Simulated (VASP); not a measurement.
A run of VASP 6.6.1:

File INCAR:

```
SYSTEM = La
PREC = Accurate ; ENCUT = 520
EDIFF = 1E-6 ; ISMEAR = -1
SIGMA = 0.06122561905347299 ; LREAL = .FALSE.
LASPH = .TRUE. ; NELM = 80
ALGO = Normal ; ISIF = 2
LWAVE = .FALSE. ; LCHARG = .TRUE.
GGA = PE ; LELF = .TRUE.
LVHAR = .TRUE. ; NBANDS = 12
```

The input KPOINTS:

```
Automatic mesh
0
G
  18 18 18
  0 0 0
```

The input POSCAR:

```
La
1.0
   -2.1002160889      2.1002160889      2.1002160889
    2.1002160889     -2.1002160889      2.1002160889
    2.1002160889      2.1002160889     -2.1002160889
La
1
Direct
    0.0000000000      0.0000000000      0.0000000000
```

Potentials or basis: VASP PAW PBE potentials, release 64 (La).

Command:

```sh
$ cat potpaw_PBE.64/La/POTCAR > POTCAR
$ mpirun -np 1 vasp_std > vasp.out
```

Hardware: 1 thread of Intel(R) Xeon(R) 6975P-C (Granite Rapids), with other jobs on the host.

Task: How long does it take, and how much memory?

Result: Wall time 41 s on 1 thread of Intel(R) Xeon(R) 6975P-C (Granite Rapids), on a shared host, peak memory 0.25 GiB. Counts: scf iterations 14, k points 195.
